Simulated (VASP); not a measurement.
**Ge: relaxation of cell and atoms with PBE**

Crystal: Ge.

```
CELL_PARAMETERS angstrom
2.89735 0.00000 0.00000
-1.44868 2.50918 0.00000
0.00000 0.00000 5.79760
ATOMIC_POSITIONS crystal
Ge 0.00000 0.00000 0.31691
Ge 0.00000 0.00000 0.68309
```

```json
{"Program": "VASP 6.6.1", "Task": "relaxation of cell and atoms", "Functional": "PBE", "Potentials or basis": "VASP PAW PBE potentials, release 64 (Ge_d)", "Cutoff": "600 eV", "k mesh": "6 × 6 × 4", "Occupations": "gaussian, width 0.1 eV", "Spin": "no spin polarisation", "Dipole correction": "no", "Further INCAR settings": "ALGO = Normal; EDIFF = 1e-06; IBRION = 2; EDIFFG = -0.04; NSW = 90; ISIF = 3"}
```

```
Relaxed volume                         : 19.62 Å³/atom
Relaxed cell                           : a = 2.832 Å, b = 2.832 Å, c = 5.649 Å, α = 90.00°, β = 90.00°, γ = 120.00°
Space group after relaxing (to 0.05 Å) : P6/mmm (No. 191)
Energy gained by relaxing              : 827.0 meV/atom
Ionic steps                            : 24
Pressure after relaxing                : 0.2 GPa
Band gap on the k mesh                 : zero (band 14 reaches 11.22 eV, above the bottom of band 15 at 4.02 eV)
```

Stress tensor (GPa, compression positive):
```
0.31 0.00 0.00
0.00 0.31 0.00
0.00 0.00 0.10
```

The path:
```
step  energy change (eV)  largest force (eV/Å)  pressure (GPa)  volume (Å³)
   1              0.0000                6.5168           14.75        42.15
   2             -0.9904                0.1309           -4.80        53.84
   3             -1.0103                0.1287           -4.87        53.20
   4             -1.0316                0.1631           -5.02        52.59
   5             -1.3714                0.0400           -4.04        47.40
   6             -1.2926                1.3305           -0.22        44.78
   7             -1.3829                0.2265           -3.74        46.86
   8             -1.3836                0.2959           -3.66        46.67
   9             -1.4303                0.2676           -0.66        43.73
  10             -1.4301                0.2616            0.05        43.41
  11             -1.4575                0.4106            0.69        42.14
  12             -1.5000                1.1122            4.35        38.40
  13             -1.5105                1.1103            4.31        38.24
  14             -1.5376                1.0417            4.38        37.74
  15             -1.5498                0.8369            5.81        36.74
  16             -1.5841                0.6247            4.83        37.08
  17             -1.6379                0.0060            2.42        38.09
  18             -1.6415                0.1563            1.73        38.41
  19             -1.6416                0.1851            1.67        38.47
  20             -1.6483                0.1147            1.22        38.68
  21             -1.6533                0.0124            0.64        39.05
  22             -1.6534                0.0001            0.46        39.10
  23             -1.6534                0.0037            0.64        39.09
  24             -1.6539                0.0016            0.24        39.25
```

Final structure:
```xyz
2
Lattice="2.8324 0.0000 0.0000 -1.4162 2.4529 0.0000 0.0000 0.0000 5.6491" Properties=species:S:1:pos:R:3 pbc="T T T"
Ge    0.0000    0.0000    1.4121
Ge    0.0000    0.0000    4.2370
```

Levels at points of the mesh, in eV from the Fermi level:
| k point | band 10 | band 11 | band 12 | band 13 | band 14 | band 15 | band 16 | band 17 | band 18 |
| --- | --- | --- | --- | --- | --- | --- | --- | --- | --- |
| (0.00, 0.00, 0.00) | -24.62 | -12.99 | -9.92 | -5.78 | 4.91 | 8.80 | 8.91 | 8.91 | 11.17 |
| (0.50, 0.00, 0.00) | -24.57 | -7.76 | -5.45 | -4.39 | -2.95 | -1.48 | 3.39 | 4.57 | 6.87 |
| (0.00, 0.00, 0.50) | -24.64 | -11.92 | -11.92 | -1.45 | -1.44 | 9.83 | 9.83 | 9.84 | 9.84 |
| (0.50, 0.00, 0.50) | -24.62 | -6.68 | -6.68 | -4.47 | -4.47 | 3.09 | 3.10 | 5.50 | 5.50 |

It took 4.1 min on 1 thread of Intel(R) Xeon(R) Platinum 8375C CPU @ 2.90GHz (Ice Lake), with other jobs on the host, peak memory 0.18 GiB.

Caveat: the k points lie up to 0.43 Å⁻¹ apart in the final cell.
